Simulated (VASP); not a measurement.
# Cu12C in VASP: notebook

The runs below take Cu12C through single point, with PBE.

All numbers are computed with VASP 6.6.1; they aren't measurements. Logs are shortened: lines on timing, memory, paths and dates and some standing lists are left out, and cuts for length are marked.

**1. The cell of the first run**

The cell holds a slab with vacuum, 13 atoms: a = 5.133 Å, b = 5.133 Å, c = 19.624 Å, α = 90.00°, β = 90.00°, γ = 120.00°.

**2. Single point, PBE**

Input file INCAR:

```
PREC = Accurate ; ENCUT = 520
EDIFF = 1E-7 ; ISMEAR = 0
SIGMA = 0.1 ; LREAL = F
LASPH = T ; NELM = 80
ALGO = Normal ; ISIF = 2
LWAVE = F ; LCHARG = F
LDIPOL = T ; IDIPOL = 3
DIPOL = 0.5 0.5 0.321 ; GGA = PE
NBANDS = 80
```

Input file KPOINTS:

```
Automatic mesh
0
Gamma
  6 6 1
```

Input file POSCAR:

```
Cu12C
1.0
    5.1332392722      0.0000000000      0.0000000000
   -2.5666196361      4.4455156134      0.0000000000
    0.0000000000      0.0000000000     19.6236279128
Cu C
12 1
Direct
    0.3333333333      0.1666666667      0.2038359073
    0.3333333333      0.6666666667      0.2038359073
    0.8333333333      0.1666666667      0.2038359073
    0.8333333333      0.6666666667      0.2038359073
    0.1666666667      0.3333333333      0.3089002473
    0.1666666667      0.8333333333      0.3089002473
    0.6666666667      0.3333333333      0.3089002473
    0.6666666667      0.8333333333      0.3089002473
    0.0000000000      0.0000000000      0.4139717665
    0.0000000000      0.5000000000      0.4139717665
    0.5000000000      0.0000000000      0.4139717665
    0.5000000000      0.5000000000      0.4139717665
    0.1666666667      0.3333333333      0.4699547630
```

Potentials or basis: VASP PAW PBE potentials, release 64 (Cu, C).

Run with:

```console
$ cat potpaw_PBE.64/Cu/POTCAR potpaw_PBE.64/C/POTCAR > POTCAR
$ mpirun -np 1 vasp_std > vasp.out
```

OUTCAR:

```text
PREC = Accurate
   ENCUT = 520
   EDIFF = 1E-7
   ISMEAR = 0
   LREAL = F
   LASPH = T
   NELM = 80
   ISIF = 2
   GGA = PE

 ion  position               nearest neighbor table
   1  0.333  0.167  0.204-   5 2.54   6 2.54   7 2.54   4 2.57   2 2.57   2 2.57   4 2.57   3 2.57
                             3 2.57
   2  0.333  0.667  0.204-   6 2.54   5 2.54   8 2.54   3 2.57   1 2.57   1 2.57   3 2.57   4 2.57
                             4 2.57
   3  0.833  0.167  0.204-   7 2.54   8 2.54   5 2.54   4 2.57   2 2.57   4 2.57   2 2.57   1 2.57
                             1 2.57
   4  0.833  0.667  0.204-   8 2.54   7 2.54   6 2.54   3 2.57   1 2.57   3 2.57   1 2.57   2 2.57
                             2 2.57
   5  0.167  0.333  0.309-   1 2.54   2 2.54   3 2.54   9 2.54  12 2.54  10 2.54   8 2.57   6 2.57
                             6 2.57   8 2.57   7 2.57   7 2.57
   6  0.167  0.833  0.309-   2 2.54   1 2.54   4 2.54  10 2.54  11 2.54   9 2.54   7 2.57   5 2.57
                             5 2.57   7 2.57   8 2.57   8 2.57
   7  0.667  0.333  0.309-   3 2.54   4 2.54   1 2.54  11 2.54  10 2.54  12 2.54   8 2.57   6 2.57
                             8 2.57   6 2.57   5 2.57   5 2.57
   8  0.667  0.833  0.309-   4 2.54   3 2.54   2 2.54  12 2.54   9 2.54  11 2.54   7 2.57   5 2.57
                             7 2.57   5 2.57   6 2.57   6 2.57
   9  0.000  0.000  0.414-  13 1.84   5 2.54   8 2.54   6 2.54  12 2.57  10 2.57  10 2.57  12 2.57
                            11 2.57  11 2.57
  10  0.000  0.500  0.414-  13 1.84   6 2.54   7 2.54   5 2.54  11 2.57   9 2.57   9 2.57  11 2.57
                            12 2.57  12 2.57
  11  0.500  0.000  0.414-   7 2.54   6 2.54   8 2.54  10 2.57  12 2.57  12 2.57  10 2.57   9 2.57
                             9 2.57
  12  0.500  0.500  0.414-  13 1.84   8 2.54   5 2.54   7 2.54  11 2.57   9 2.57  11 2.57   9 2.57
                            10 2.57  10 2.57
  13  0.167  0.333  0.470-   9 1.84  12 1.84  10 1.84

  LATTYP: Found a hexagonal cell.
 ALAT       =     5.1332392722
 C/A-ratio  =     3.8228547068

  Lattice vectors:

 A1 = (   5.1332392722,   0.0000000000,   0.0000000000)
 A2 = (  -2.5666196361,   4.4455156134,   0.0000000000)
 A3 = (   0.0000000000,   0.0000000000,  19.6236279128)

Analysis of symmetry for initial positions (statically):
=====================================================================
 Subroutine PRICEL returns:
 Original cell was already a primitive cell.

 Routine SETGRP: Setting up the symmetry group for a
 hexagonal supercell.

 Subroutine GETGRP returns: Found  6 space group operations
 (whereof  2 operations were pure point group operations)
 out of a pool of 24 trial point group operations.

The static configuration has the point symmetry C_1h.
 The point group associated with its full space group is C_3v.

Analysis of symmetry for dynamics (positions and initial velocities):
=====================================================================
 Subroutine PRICEL returns:
 Original cell was already a primitive cell.

 Routine SETGRP: Setting up the symmetry group for a
 hexagonal supercell.

 Subroutine GETGRP returns: Found  6 space group operations
 (whereof  2 operations were pure point group operations)
 out of a pool of 24 trial point group operations.

The dynamic configuration has the point symmetry C_1h.
 The point group associated with its full space group is C_3v.

 Subroutine INISYM returns: Found  6 space group operations
 (whereof  2 operations are pure point group operations),
 and found     1 'primitive' translations

----------------------------------------------------------------------------------------

                                     Primitive cell

  volume of cell :     447.8091

  direct lattice vectors                    reciprocal lattice vectors
     5.133239272  0.000000000  0.000000000     0.194808764  0.112472893  0.000000000
    -2.566619636  4.445515613  0.000000000     0.000000000  0.224945785  0.000000000
     0.000000000  0.000000000 19.623627913     0.000000000  0.000000000  0.050958977

  length of vectors
     5.133239272  5.133239272 19.623627913     0.224945785  0.224945785  0.050958977

  position of ions in fractional coordinates (direct lattice)
     0.333333333  0.166666667  0.203835907
     0.333333333  0.666666667  0.203835907
[... 47 lines left out ...]
     0.000000000  0.000000000  0.000000000

 Subroutine IBZKPT returns following result:
 ===========================================

 Found      7 irreducible k-points:

 Following reciprocal coordinates:
            Coordinates               Weight
  0.000000  0.000000  0.000000      1.000000
  0.166667 -0.000000  0.000000      6.000000
  0.333333  0.000000  0.000000      6.000000
  0.500000 -0.000000  0.000000      3.000000
  0.166667  0.166667  0.000000      6.000000
  0.333333  0.166667  0.000000     12.000000
  0.333333  0.333333  0.000000      2.000000
   k-points           NKPTS =      7   k-points in BZ     NKDIM =      7   number of bands    NBANDS=     80
   number of dos      NEDOS =    301   number of ions     NIONS =     13
   total plane-waves  NPLWV = 240000
   dimension x,y,z NGX =    40 NGY =   40 NGZ =  150
   dimension x,y,z NGXF=    80 NGYF=   80 NGZF=  300
   ions per type =              12   1
   NGX,Y,Z   is equivalent  to a cutoff of  12.95, 12.95, 12.71 a.u.
   NGXF,Y,Z  is equivalent  to a cutoff of  25.91, 25.91, 25.42 a.u.
 SYSTEM =  unknown system
   PREC   = accura    normal or accurate (medium, high low for compatibility)
   ISTART =      0    job   : 0-new  1-cont  2-samecut
   ICHARG =      2    charge: 1-file 2-atom 10-const
   ISPIN  =      1    spin polarized calculation?
   LNONCOLLINEAR =      F non collinear calculations
   LSORBIT =      F    spin-orbit coupling
   LASPH  =      T    aspherical Exc in radial PAW
   ENCUT  =  520.0 eV  38.22 Ry    6.18 a.u.   9.54  9.54 36.49*2*pi/ulx,y,z
   NELM   =     80;   NELMIN=  2; NELMDL= -5     # of ELM steps
   EDIFF  = 0.1E-06   stopping-criterion for ELM
   LREAL  =      F    real-space projection
   EDIFFG = 0.1E-05   stopping-criterion for IOM
   NSW    =      0    number of steps for IOM
   IBRION =     -1    ionic relax: 0-MD 1-quasi-New 2-CG
   NFREE  =      0    steps in history (QN), initial steepest desc. (CG)
   ISIF   =      2    stress and relaxation
   ISYM   =      2    0-nonsym 1-usesym 2-fastsym
   POTIM  = 0.5000    time-step for ionic-motion
   TEBEG  =    0.0;   TEEND  =   0.0 temperature during run
   PSTRESS=    0.0 pullay stress
   NELECT =     136.0000    total number of electrons
   NUPDOWN=      -1.0000    fix difference up-down
   EMIN   =  10.00;   EMAX   =-10.00  energy-range for DOS
   EFERMI =   0.00;   METHOD = LEGACY
   ISMEAR =     0;   SIGMA  =   0.10  broadening in eV -4-tet -1-fermi 0-gaus
   EFERMI_NEDOS =   21; number of points for ismear=-14 and -15
   IALGO  =     38    algorithm
   IMIX   =      4    mixing-type and parameters
     AMIX     =   0.40;   BMIX     =  1.00
     AMIX_MAG =   1.60;   BMIX_MAG =  1.00
  volume/ion in A,a.u.               =      34.45       232.46
  Fermi-wavevector in a.u.,A,eV,Ry     =   1.100416  2.079484 16.475498  1.210915
  Thomas-Fermi vector in A             =   2.236827
   LORBIT       =      0    0 simple, 1 ext, 2 COOP (PROOUT), +10 PAW based schemes
   GGA     = PE    functional components
   LHFCALC =     F    Hartree Fock is set to
   AEXX    =    0.0000 exact exchange contribution
   IVDW    =     0    specifies the selected vdW correction
   LEPSILON=     F    determine dielectric tensor
   LRPA    =     F    only Hartree local field effects (RPA)
 non-spin polarized calculation
 Gauss-broadening in eV      SIGMA  =   0.10
  energy-cutoff  :      520.00
  volume of cell :      447.81
 maximum number of plane-waves:     12133
 NGX is ok and might be reduce to    40
   NGX = 19   NGY = 19   NGZ = 73

 dipolmoment           0.000000      0.000000     -0.284606 electrons x Angstroem

 number of electron     136.0000023 magnetization

 dipolmoment           0.000000      0.000000      0.109675 electrons x Angstroem

 Free energy of the ion-electron system (eV)
  ---------------------------------------------------
  ext. energy  EPLUGINS =         0.00000000
  ---------------------------------------------------
  free energy    TOTEN  =       -47.25168418 eV

  energy without entropy =      -47.24439588  energy(sigma->0) =      -47.24804003

 E-fermi :  -0.9285     XC(G=0):  -5.1212

 val. band max:       -1.1279143375   @ k =   0.1667   0.1667   0.0000
 cond. band min:      -0.8761390662   @ k =   0.3333   0.3333   0.0000
 fundamental gap:      0.2517752712
 Fermi energy:        -0.9285032600

 k-point     1 :       0.0000    0.0000    0.0000
  band No.  band energies     occupation
      1     -12.2612      2.00000
      2      -9.4019      2.00000
      3      -7.2263      2.00000
      4      -6.1964      2.00000
      5      -6.1964      2.00000
      6      -6.1230      2.00000
[... 570 lines left out ...]
     79       3.6930      0.00000
     80       5.2548      0.00000

------------------------ aborting loop because EDIFF is reached ----------------------------------------

 vacuum level on the upper side and lower side of the slab       (xc-potential included)         0.408        -0.433

  FORCE on cell =-STRESS in cart. coord.  units (eV):
  Direction    XX          YY          ZZ          XY          YZ          ZX
  --------------------------------------------------------------------------------------
  -------------------------------------------------------------------------------------
  Total       -1.3126109     -1.3126109      2.7453256     -0.0000000     -0.0000000      0.0000000
  in kB       -4.6962763     -4.6962763      9.8222616     -0.0000000     -0.0000000      0.0000000
  external PRESSURE =       0.1432364 kB  Pullay stress =       0.0000000 kB

 VOLUME and BASIS-vectors are now :
 -----------------------------------------------------------------------------
  energy-cutoff  :      520.00
  volume of cell :      447.81
      direct lattice vectors                 reciprocal lattice vectors
     5.133239272  0.000000000  0.000000000     0.194808764  0.112472893  0.000000000
    -2.566619636  4.445515613  0.000000000     0.000000000  0.224945785  0.000000000
     0.000000000  0.000000000 19.623627913     0.000000000  0.000000000  0.050958977

 POSITION                                       TOTAL-FORCE (eV/Angst)
 -----------------------------------------------------------------------------------
      1.28331      0.74092      4.00000         0.032653     -0.018852     -0.115722
     -0.00000      2.96368      4.00000         0.000000      0.037704     -0.115722
      3.84993      0.74092      4.00000        -0.032653     -0.018852     -0.115722
      2.56662      2.96368      4.00000         0.000000      0.000000     -0.144186
      0.00000      1.48184      6.06174         0.000000      0.000000     -0.320025
     -1.28331      3.70460      6.06174        -0.059299     -0.034236      0.002896
      2.56662      1.48184      6.06174         0.000000      0.068473      0.002896
      1.28331      3.70460      6.06174         0.059299     -0.034236      0.002896
      0.00000      0.00000      8.12363         0.000000     -0.712894      0.166168
     -1.28331      2.22276      8.12363        -0.617385      0.356447      0.166168
      2.56662      0.00000      8.12363         0.000000      0.000000      0.166103
      1.28331      2.22276      8.12363         0.617385      0.356447      0.166168
      0.00000      1.48184      9.22222         0.000000      0.000000      0.138081
 -----------------------------------------------------------------------------------
    total drift:                                0.000002      0.000001     -0.006091

  FREE ENERGIE OF THE ION-ELECTRON SYSTEM (eV)
  ---------------------------------------------------
  free  energy   TOTEN  =       -47.2516841762 eV

  energy  without entropy=      -47.2443958789  energy(sigma->0) =      -47.24804003

 vacuum level on the upper side and lower side of the slab         4.762         3.890
```

Wall time 9.2 min (1 thread of Intel Xeon Platinum 8488C (Sapphire Rapids), shared host); peak memory 0.63 GiB.

Results:

* Free energy: -47.2517 eV
* Largest force: 0.732 eV/Å
* Band gap on the k mesh: zero (bands 68 and 69 overlap by 0.23 eV)

Forces in eV/Å, atoms in the order of the input:
```
Cu   0.033 -0.019 -0.116
Cu   0.000  0.038 -0.116
Cu  -0.033 -0.019 -0.116
Cu   0.000  0.000 -0.144
Cu   0.000  0.000 -0.320
Cu  -0.059 -0.034  0.003
Cu   0.000  0.068  0.003
Cu   0.059 -0.034  0.003
Cu   0.000 -0.713  0.166
Cu  -0.617  0.356  0.166
Cu   0.000  0.000  0.166
Cu   0.617  0.356  0.166
C    0.000  0.000  0.138
```

**3. Single point, PBE**

Input file INCAR:

```
SYSTEM = Cu12C
PREC = Accurate
ENCUT = 520
EDIFF = 1E-6
ISMEAR = 0
SIGMA = 0.1
LREAL = .False.
LASPH = .True.
NELM = 60
ALGO = Normal
ISIF = 2
LWAVE = .False.
LCHARG = .False.
LDIPOL = .True.
IDIPOL = 3
DIPOL = 0.5 0.5 0.321
GGA = PE
NBANDS = 80
```

Input file KPOINTS:

```
regular mesh
0
Gamma
  6 6 1
  0 0 0
```

Changes to POSCAR since step 2:

```diff
@@ -20,2 +20,2 @@
     0.5000000000      0.5000000000      0.4139717665
-    0.1666666667      0.3333333333      0.4699547630
+    0.3333333333      0.1666666667      0.4701669866
```

Potentials or basis: VASP PAW PBE potentials, release 64 (Cu, C).

Run with:

```console
$ cat potpaw_PBE.64/Cu/POTCAR potpaw_PBE.64/C/POTCAR > POTCAR
$ mpirun -np 1 vasp_std > vasp.out
```

It took 8.2 min on 1 thread of Intel Xeon Platinum 8488C (Sapphire Rapids), shared host; peak memory 0.63 GiB.

Results (log left out):

```yaml
Free_energy: -47.3234 eV
Largest_force: 0.613 eV/Å
Band_gap_on_the_k_mesh: zero (bands 68 and 69 overlap by 0.24 eV)
```

Forces on the atoms (eV/Å):
```
Cu   0.000  0.000 -0.205
Cu   0.062  0.036 -0.081
Cu   0.000 -0.072 -0.081
Cu  -0.062  0.036 -0.081
Cu  -0.051  0.030 -0.096
Cu   0.000 -0.059 -0.096
Cu   0.051  0.030 -0.096
Cu   0.000  0.000  0.025
Cu  -0.519 -0.300  0.131
Cu   0.000  0.000  0.179
Cu   0.519 -0.300  0.131
Cu   0.000  0.599  0.131
C    0.000  0.000  0.137
```

Levels at points of the mesh, in eV from the Fermi level:
| k point | band 64 | band 65 | band 66 | band 67 | band 68 | band 69 | band 70 | band 71 | band 72 | band 73 |
| --- | --- | --- | --- | --- | --- | --- | --- | --- | --- | --- |
| (0.00, 0.00, 0.00) | -1.09 | -0.76 | -0.66 | -0.66 | 0.33 | 0.33 | 0.44 | 1.24 | 1.24 | 1.28 |
| (0.50, 0.00, 0.00) | -1.63 | -1.38 | -0.70 | -0.67 | -0.21 | 0.14 | 0.58 | 0.76 | 1.74 | 1.95 |
